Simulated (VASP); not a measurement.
# SrO (Fm-3m) in VASP: settings compared

The runs below take SrO through single point, with BLYP, r2SCAN+rVV10.

Program: VASP 6.6.1. These are calculated values, not measurements. Logs are shortened: lines on timing, memory, paths and dates and some standing lists are left out, and cuts for length are marked.

## (1) The cell of the first run

Symmetry: Fm-3m, No. 225, cubic system. The conventional cell has a = 5.283 Å, b = 5.283 Å, c = 5.283 Å, α = 90.00°, β = 90.00°, γ = 90.00°. Within 3.5 Å of Sr (site symmetry m-3m) lie 6 O at 2.64 Å. O (site symmetry m-3m) has 6 Sr at 2.64 Å within 3.5 Å.

## (2) Single point, BLYP (18.43 Å³/atom)

INCAR reads:

```
SYSTEM = SrO
AGGAC = 1.0 ; AGGAX = 1.0
ALDAC = 0.0 ; ALDAX = 1.0
ALGO = Normal ; EDIFF = 1E-6
ENCUT = 520 ; GGA = B5
ISIF = 2 ; ISMEAR = 0
LASPH = .TRUE. ; LCHARG = .TRUE.
LELF = .TRUE. ; LREAL = .FALSE.
LVHAR = .TRUE. ; LWAVE = .FALSE.
NBANDS = 15 ; NELM = 80
PREC = Accurate ; SIGMA = 0.05
```

KPOINTS reads:

```
k-points
0
G
  8 8 8
  0 0 0
```

POSCAR reads:

```
SrO
1.0
    0.0000000000      2.6416183541      2.6416183541
    2.6416183541      0.0000000000      2.6416183541
    2.6416183541      2.6416183541      0.0000000000
Sr O
1 1
Direct
    0.5000000000      0.5000000000      0.5000000000
    0.0000000000      0.0000000000      0.0000000000
```

Potentials or basis: VASP PAW PBE potentials, release 64 (Sr_sv, O).

Started as:

```console
cat potpaw_PBE.64/Sr_sv/POTCAR potpaw_PBE.64/O/POTCAR > POTCAR
mpirun -np 1 vasp_std > vasp.out
```

OUTCAR:

```text
SYSTEM = SrO
   EDIFF = 1E-6
   ENCUT = 520
   GGA = B5
   ISIF = 2
   ISMEAR = 0
   LASPH = .TRUE.
   LREAL = .FALSE.
   NELM = 80
   PREC = Accurate

 ion  position               nearest neighbor table
   1  0.500  0.500  0.500-   2 2.64   2 2.64   2 2.64   2 2.64   2 2.64   2 2.64
   2  0.000  0.000  0.000-   1 2.64   1 2.64   1 2.64   1 2.64   1 2.64   1 2.64

  LATTYP: Found a face centered cubic cell.
 ALAT       =     5.2832367082

  Lattice vectors:

 A1 = (   0.0000000000,   2.6416183541,   2.6416183541)
 A2 = (   2.6416183541,   0.0000000000,   2.6416183541)
 A3 = (   2.6416183541,   2.6416183541,   0.0000000000)

Analysis of symmetry for initial positions (statically):
=====================================================================
 Subroutine PRICEL returns:
 Original cell was already a primitive cell.

 Routine SETGRP: Setting up the symmetry group for a
 face centered cubic supercell.

 Subroutine GETGRP returns: Found 48 space group operations
 (whereof 48 operations were pure point group operations)
 out of a pool of 48 trial point group operations.

The static configuration has the point symmetry O_h .

Analysis of symmetry for dynamics (positions and initial velocities):
=====================================================================
 Subroutine PRICEL returns:
 Original cell was already a primitive cell.

 Routine SETGRP: Setting up the symmetry group for a
 face centered cubic supercell.

 Subroutine GETGRP returns: Found 48 space group operations
 (whereof 48 operations were pure point group operations)
 out of a pool of 48 trial point group operations.

The dynamic configuration has the point symmetry O_h .

 Subroutine INISYM returns: Found 48 space group operations
 (whereof 48 operations are pure point group operations),
 and found     1 'primitive' translations

----------------------------------------------------------------------------------------

                                     Primitive cell

  volume of cell :      36.8672

  direct lattice vectors                    reciprocal lattice vectors
     0.000000000  2.641618354  2.641618354    -0.189277910  0.189277910  0.189277910
     2.641618354  0.000000000  2.641618354     0.189277910 -0.189277910  0.189277910
     2.641618354  2.641618354  0.000000000     0.189277910  0.189277910 -0.189277910

  length of vectors
     3.735812503  3.735812503  3.735812503     0.327838956  0.327838956  0.327838956

  position of ions in fractional coordinates (direct lattice)
     0.500000000  0.500000000  0.500000000
     0.000000000  0.000000000  0.000000000

  ion indices of the primitive-cell ions
   primitive index   ion index
                 1           1
                 2           2

----------------------------------------------------------------------------------------

 KPOINTS: k-points

Automatic generation of k-mesh.
 Grid dimensions read from file:
 generate k-points for:    8    8    8

 Generating k-lattice:

  Cartesian coordinates                     Fractional coordinates (reciprocal lattice)
    -0.023659739  0.023659739  0.023659739     0.125000000  0.000000000  0.000000000
     0.023659739 -0.023659739  0.023659739     0.000000000  0.125000000  0.000000000
     0.023659739  0.023659739 -0.023659739     0.000000000  0.000000000  0.125000000

  Length of vectors
     0.040979870  0.040979870  0.040979870

  Shift w.r.t. Gamma in fractional coordinates (k-lattice)
     0.000000000  0.000000000  0.000000000

 Subroutine IBZKPT returns following result:
 ===========================================

 Found     29 irreducible k-points:

 Following reciprocal coordinates:
            Coordinates               Weight
  0.000000  0.000000  0.000000      1.000000
  0.125000  0.000000  0.000000      8.000000
  0.250000  0.000000  0.000000      8.000000
  0.375000  0.000000  0.000000      8.000000
  0.500000  0.000000  0.000000      4.000000
  0.125000  0.125000  0.000000      6.000000
[... 16 lines left out ...]
  0.500000  0.250000  0.125000     48.000000
 -0.375000  0.250000  0.125000     24.000000
 [... further k-points ...]
   k-points           NKPTS =     29   k-points in BZ     NKDIM =     29   number of bands    NBANDS=     15
   number of dos      NEDOS =    301   number of ions     NIONS =      2
   total plane-waves  NPLWV =  21952
   dimension x,y,z NGX =    28 NGY =   28 NGZ =   28
   dimension x,y,z NGXF=    56 NGYF=   56 NGZF=   56
   ions per type =               1   1
   NGX,Y,Z   is equivalent  to a cutoff of  12.46, 12.46, 12.46 a.u.
   NGXF,Y,Z  is equivalent  to a cutoff of  24.92, 24.92, 24.92 a.u.
 SYSTEM =  SrO
   PREC   = accura    normal or accurate (medium, high low for compatibility)
   ISTART =      0    job   : 0-new  1-cont  2-samecut
   ICHARG =      2    charge: 1-file 2-atom 10-const
   ISPIN  =      1    spin polarized calculation?
   LNONCOLLINEAR =      F non collinear calculations
   LSORBIT =      F    spin-orbit coupling
   LASPH  =      T    aspherical Exc in radial PAW
   ENCUT  =  520.0 eV  38.22 Ry    6.18 a.u.   6.95  6.95  6.95*2*pi/ulx,y,z
   NELM   =     80;   NELMIN=  2; NELMDL= -5     # of ELM steps
   EDIFF  = 0.1E-05   stopping-criterion for ELM
   LREAL  =      F    real-space projection
   EDIFFG = 0.1E-04   stopping-criterion for IOM
   NSW    =      0    number of steps for IOM
   IBRION =     -1    ionic relax: 0-MD 1-quasi-New 2-CG
   NFREE  =      0    steps in history (QN), initial steepest desc. (CG)
   ISIF   =      2    stress and relaxation
   ISYM   =      2    0-nonsym 1-usesym 2-fastsym
   POTIM  = 0.5000    time-step for ionic-motion
   TEBEG  =    0.0;   TEEND  =   0.0 temperature during run
   PSTRESS=    0.0 pullay stress
   NELECT =      16.0000    total number of electrons
   NUPDOWN=      -1.0000    fix difference up-down
   EMIN   =  10.00;   EMAX   =-10.00  energy-range for DOS
   EFERMI =   0.00;   METHOD = LEGACY
   ISMEAR =     0;   SIGMA  =   0.05  broadening in eV -4-tet -1-fermi 0-gaus
   EFERMI_NEDOS =   21; number of points for ismear=-14 and -15
   IALGO  =     38    algorithm
   IMIX   =      4    mixing-type and parameters
     AMIX     =   0.40;   BMIX     =  1.00
     AMIX_MAG =   1.60;   BMIX_MAG =  1.00
  volume/ion in A,a.u.               =      18.43       124.40
  Fermi-wavevector in a.u.,A,eV,Ry     =   1.239466  2.342252 20.902316  1.536277
  Thomas-Fermi vector in A             =   2.373948
   LORBIT       =      0    0 simple, 1 ext, 2 COOP (PROOUT), +10 PAW based schemes
   GGA     = B5    functional components
   LHFCALC =     F    Hartree Fock is set to
   AEXX    =    0.0000 exact exchange contribution
   IVDW    =     0    specifies the selected vdW correction
   LEPSILON=     F    determine dielectric tensor
   LRPA    =     F    only Hartree local field effects (RPA)
 non-spin polarized calculation
 Gauss-broadening in eV      SIGMA  =   0.05
  energy-cutoff  :      520.00
  volume of cell :       36.87
 maximum number of plane-waves:      1002
   NGX = 13   NGY = 13   NGZ = 13

 number of electron      16.0000007 magnetization

 Free energy of the ion-electron system (eV)
  ---------------------------------------------------
  ext. energy  EPLUGINS =         0.00000000
  ---------------------------------------------------
  free energy    TOTEN  =       -11.50057674 eV

  energy without entropy =      -11.50057674  energy(sigma->0) =      -11.50057674

 E-fermi :   1.8627     XC(G=0):  -9.2021

 val. band max:        1.6410653867   @ k =   0.0000   0.0000   0.0000
 cond. band min:       5.0601278709   @ k =   0.5000   0.5000   0.0000
 fundamental gap:      3.4190624842
 Fermi energy:         1.8627061440

 k-point     1 :       0.0000    0.0000    0.0000
  band No.  band energies     occupation
      1     -31.0740      2.00000
      2     -13.2453      2.00000
      3     -12.8247      2.00000
      4     -12.8247      2.00000
      5     -12.8247      2.00000
      6       1.6411      2.00000
      7       1.6411      2.00000
      8       1.6411      2.00000
      9       5.3010      0.00000
     10       7.6586      0.00000
     11       7.6586      0.00000
     12       7.6586      0.00000
     13       9.6377      0.00000
     14       9.6377      0.00000
     15      14.4036      0.00000

 k-point     2 :       0.1250    0.0000    0.0000
  band No.  band energies     occupation
      1     -31.0603      2.00000
      2     -13.6968      2.00000
      3     -12.8346      2.00000
      4     -12.8346      2.00000
      5     -12.4079      2.00000
      6       1.2284      2.00000
      7       1.4725      2.00000
      8       1.4725      2.00000
      9       5.9538      0.00000
     10       7.5496      0.00000
     11       7.9334      0.00000
     12       7.9334      0.00000
     13       9.9904      0.00000
     14       9.9904      0.00000
     15      15.2709      0.00000

 k-point     3 :       0.2500    0.0000    0.0000
  band No.  band energies     occupation
      1     -31.0269      2.00000
      2     -14.2376      2.00000
      3     -12.8584      2.00000
      4     -12.8584      2.00000
      5     -11.9511      2.00000
      6       0.4800      2.00000
      7       1.1050      2.00000
      8       1.1050      2.00000
      9       7.3267      0.00000
     10       7.5932      0.00000
     11       8.6741      0.00000
     12       8.6741      0.00000
     13      10.8795      0.00000
     14      10.8795      0.00000
     15      16.8943      0.00000

 k-point     4 :       0.3750    0.0000    0.0000
  band No.  band energies     occupation
      1     -30.9932      2.00000
      2     -14.6174      2.00000
      3     -12.8818      2.00000
      4     -12.8818      2.00000
      5     -11.6554      2.00000
      6      -0.1084      2.00000
      7       0.7803      2.00000
      8       0.7803      2.00000
      9       7.7430      0.00000
     10       8.9752      0.00000
     11       9.5594      0.00000
     12       9.5594      0.00000
     13      11.9930      0.00000
     14      11.9930      0.00000
     15      16.1174      0.00000
[... 307 lines left out ...]
 k-point    22 :       0.3750    0.2500    0.1250
  band No.  band energies     occupation
      1     -31.0026      2.00000
      2     -14.2590      2.00000
      3     -13.0193      2.00000
      4     -12.9032      2.00000
      5     -11.9735      2.00000
      6       0.3079      2.00000
      7       1.0286      2.00000
      8       1.3683      2.00000
      9       6.6728      0.00000
     10       7.7627      0.00000
     11       9.4634      0.00000
     12       9.7345      0.00000
     13      11.0329      0.00000
     14      11.7446      0.00000
     15      17.2297      0.00000

 k-point    23 :       0.5000    0.2500    0.1250
  band No.  band energies     occupation
      1     -30.9758      2.00000
      2     -14.4114      2.00000
      3     -13.0989      2.00000
      4     -12.9562      2.00000
      5     -11.8913      2.00000
      6       0.2272      2.00000
      7       0.8164      2.00000
      8       1.1424      2.00000
      9       7.1187      0.00000
     10       8.4665      0.00000
     11       9.9782      0.00000
     12      10.2145      0.00000
     13      11.9771      0.00000
     14      12.9064      0.00000
     15      15.0358      0.00000

 k-point    24 :      -0.3750    0.2500    0.1250
  band No.  band energies     occupation
      1     -30.9647      2.00000
      2     -14.4711      2.00000
      3     -13.1167      2.00000
      4     -12.9941      2.00000
      5     -11.8600      2.00000
      6       0.1975      2.00000
      7       0.8618      2.00000
      8       0.9093      2.00000
      9       7.8037      0.00000
     10       8.1713      0.00000
     11      10.3132      0.00000
     12      10.5719      0.00000
     13      12.4332      0.00000
     14      13.7994      0.00000
     15      14.0188      0.00000

 [... further k-points ...]

------------------------ aborting loop because EDIFF is reached ----------------------------------------

  FORCE on cell =-STRESS in cart. coord.  units (eV):
  Direction    XX          YY          ZZ          XY          YZ          ZX
  --------------------------------------------------------------------------------------
  -------------------------------------------------------------------------------------
  Total       -0.2602303     -0.2602303     -0.2602303     -0.0000000      0.0000000      0.0000000
  in kB      -11.3091029    -11.3091029    -11.3091029     -0.0000000      0.0000000      0.0000000
  external PRESSURE =     -11.3091029 kB  Pullay stress =       0.0000000 kB

 VOLUME and BASIS-vectors are now :
 -----------------------------------------------------------------------------
  energy-cutoff  :      520.00
  volume of cell :       36.87
      direct lattice vectors                 reciprocal lattice vectors
     0.000000000  2.641618354  2.641618354    -0.189277910  0.189277910  0.189277910
     2.641618354  0.000000000  2.641618354     0.189277910 -0.189277910  0.189277910
     2.641618354  2.641618354  0.000000000     0.189277910  0.189277910 -0.189277910

 POSITION                                       TOTAL-FORCE (eV/Angst)
 -----------------------------------------------------------------------------------
      2.64162      2.64162      2.64162        -0.000000     -0.000000     -0.000000
      0.00000      0.00000      0.00000         0.000000      0.000000      0.000000
 -----------------------------------------------------------------------------------
    total drift:                                0.000000      0.000000      0.000000

  FREE ENERGIE OF THE ION-ELECTRON SYSTEM (eV)
  ---------------------------------------------------
  free  energy   TOTEN  =       -11.5005767400 eV

  energy  without entropy=      -11.5005767400  energy(sigma->0) =      -11.50057674
```

It took 47 s on 1 thread of Intel Xeon 8259CL, shared host; peak memory 0.16 GiB.

Results:

| Quantity | Value |
| --- | --- |
| Free energy | -11.5006 eV |
| Pressure | -1.1 GPa |
| Band gap on the k mesh | 3.42 eV (least direct gap 3.55 eV) |

Caveat: the PAW data sets were made with another functional, which shifts forces and pressure a little. A k mesh can miss the band edges.

## (3) Single point, BLYP (18.80 Å³/atom)

This run uses another cell than the first one, of 18.80 Å³/atom.

INCAR reads:

```
PREC = Accurate
ENCUT = 520
EDIFF = 1E-6
ISMEAR = 0
SIGMA = 0.05
LREAL = False
LASPH = True
NELM = 80
ALGO = Normal
ISIF = 2
LWAVE = False
LCHARG = False
GGA = B5
ALDAX = 1.0
AGGAX = 1.0
AGGAC = 1.0
ALDAC = 0.0
NBANDS = 15
```

KPOINTS reads:

```
Automatic mesh
0
Gamma
  8 8 8
```

POSCAR reads:

```
SrO
1.0
    0.0000000000      2.6587722007      2.6587722007
    2.6587722007      0.0000000000      2.6587722007
    2.6587722007      2.6587722007      0.0000000000
Sr O
1 1
Direct
    0.5000000000      0.5000000000      0.5000000000
    0.0000000000      0.0000000000      0.0000000000
```

Potentials or basis: VASP PAW PBE potentials, release 64 (Sr_sv, O).

Started as:

```console
cat potpaw_PBE.64/Sr_sv/POTCAR potpaw_PBE.64/O/POTCAR > POTCAR
mpirun -np 1 vasp_std > vasp.out
```

Wall time 55 s (1 thread of Intel Xeon 8259CL, shared host); peak memory 0.16 GiB.

Results (log left out):

```
Free energy            : -11.4927 eV
Pressure               : -2.5 GPa
Band gap on the k mesh : 3.42 eV (least direct gap 3.53 eV)
```

Levels at points of the mesh, in eV from the valence-band top:
```
           k point  band 5  band 6  band 7  band 8  band 9  band 10  band 11  band 12
(0.00, 0.00, 0.00)  -14.55    0.00    0.00    0.00    3.53     5.97     5.97     5.97
(0.50, 0.00, 0.00)  -13.28   -1.93   -0.95   -0.95    6.20     7.97     8.23     8.23
(0.50, 0.50, 0.00)  -14.80   -0.54   -0.14   -0.14    3.42     7.10     9.46     9.80
```

Caveat: the PAW data sets were made with another functional, which shifts forces and pressure a little. A k mesh can miss the band edges.

[end of part 1 of 2]
